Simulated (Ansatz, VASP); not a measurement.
**Sc2AlP3 in VASP and in Ansatz**

```xyz
6
Lattice="4.0542 0.0000 0.0000 -2.0271 3.5111 0.0000 0.0000 0.0000 7.3570" Properties=species:S:1:pos:R:3 pbc="T T T"
Sc    2.0271    1.1704    2.0623
Sc    2.0271    1.1704    5.2947
Al    0.0000    0.0000    0.0000
P     0.0000    0.0000    3.6785
P     0.0000    2.3407    0.0000
P     0.0000    2.3407    3.6785
```

Change from the starting cell: species swapped into the Ce2NiGe3 type (P-6m2, No. 187).

Alike in both runs: functional PBE; k mesh 6 × 6 × 2; occupations gaussian, width 0.1 eV; no spin polarisation.

Ansatz relaxed the structure, and its values are those at the end. VASP's run is a single point on that final structure, the one shown.

|  | VASP | Ansatz |
| --- | --- | --- |
| version | VASP 6.6.1 | Ansatz 0.2.0 |
| potentials or method | VASP PAW PBE potentials, release 64 (Sc_sv, Al, P), cutoff 520 eV | scalar-relativistic, plane waves, PAW |
| valence electrons in the cell | 40 | 40 |

Ansatz gave:

* gap on the k mesh at the Fermi level (eV): none
* pressure (GPa): -0.1
* rms of the force components (eV/Å): 0.000

Which values does VASP return?

gap on the k mesh at the Fermi level (eV): none; pressure (GPa): -0.1; rms of the force components (eV/Å): 0.003.

A gap of «none» marks a metal or a gap that the smearing closes. The functional is the same, so the differences come from potentials, cutoffs and numerics.

The k mesh is coarse, so the values compare programs but aren't converged.
